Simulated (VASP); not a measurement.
Here is a VASP 6.6.1 calculation.

File POSCAR:

```
La2O3
1.0
    6.3702727145      0.0000000000      0.0000000000
   -3.1851363572      5.5168179998      0.0000000000
    0.0000000000      0.0000000000      3.2898942108
La O
2 3
Direct
    0.6666666667      0.3333333333      0.4981030000
    0.3333333333      0.6666666667      0.5018970000
    0.5046070000      0.0000000000      0.0000000000
    0.0000000000      0.5046070000      0.0000000000
    0.4953930000      0.4953930000      0.0000000000
```

The input INCAR.step1:

```
  GGA = PE
  ISMEAR = 0
  SIGMA = 0.03
  LWAVE = False
  LCHARG = True
  NBANDS = 45
  PREC = Accurate
  LASPH = True
  LREAL = False
  ALGO = Normal
  EDIFF = 1E-7
  NELM = 200
  GGA_COMPAT = False
  ENCUT = 640
  EFERMI = MIDGAP
  LMAXMIX = 6
```

KPOINTS.step1

```
Automatic mesh
0
Gamma
  5 5 8
  0 0 0
```

INCAR.step2

```
  GGA = PE
  ISMEAR = 0
  SIGMA = 0.03
  LWAVE = False
  LCHARG = False
  NBANDS = 45
  PREC = Accurate
  LASPH = True
  LREAL = False
  ALGO = Normal
  EDIFF = 1E-7
  NELM = 200
  GGA_COMPAT = False
  ENCUT = 640
  EFERMI = MIDGAP
  LMAXMIX = 6
  ICHARG = 11
```

File KPOINTS.step2:

```
path GMKGALHA,LM,KH
32
line-mode
reciprocal
 0.0000000000  0.0000000000  0.0000000000  G
 0.5000000000  0.0000000000  0.0000000000  M

 0.5000000000  0.0000000000  0.0000000000  M
 0.3333333333  0.3333333333  0.0000000000  K

 0.3333333333  0.3333333333  0.0000000000  K
 0.0000000000  0.0000000000  0.0000000000  G

 0.0000000000  0.0000000000  0.0000000000  G
 0.0000000000  0.0000000000  0.5000000000  A

 0.0000000000  0.0000000000  0.5000000000  A
 0.5000000000  0.0000000000  0.5000000000  L

 0.5000000000  0.0000000000  0.5000000000  L
 0.3333333333  0.3333333333  0.5000000000  H

 0.3333333333  0.3333333333  0.5000000000  H
 0.0000000000  0.0000000000  0.5000000000  A

 0.5000000000  0.0000000000  0.5000000000  L
 0.5000000000  0.0000000000  0.0000000000  M

 0.3333333333  0.3333333333  0.0000000000  K
 0.3333333333  0.3333333333  0.5000000000  H
```

Potentials or basis: VASP PAW PBE potentials, release 64 (La, O).

The run is started by

```bash
$ cat potpaw_PBE.64/La/POTCAR potpaw_PBE.64/O/POTCAR > POTCAR
$ cp INCAR.step1 INCAR
$ cp KPOINTS.step1 KPOINTS
$ mpirun -np 1 vasp_std > vasp.out
$ cp INCAR.step2 INCAR
$ cp KPOINTS.step2 KPOINTS
$ mpirun -np 1 vasp_std > vasp.out
```

(1) Estimate the band gap along the path.

(2) Predict the band gap on the k mesh.

Answers

(1) 1.64 eV (least direct gap 2.08 eV).

(2) 1.64 eV (least direct gap 2.08 eV).

Caveat: the log is that of the step along the path at fixed density, whose energy, stress, charges and moments have no meaning; spin-orbit coupling is left out, which moves the levels of the heavy elements.
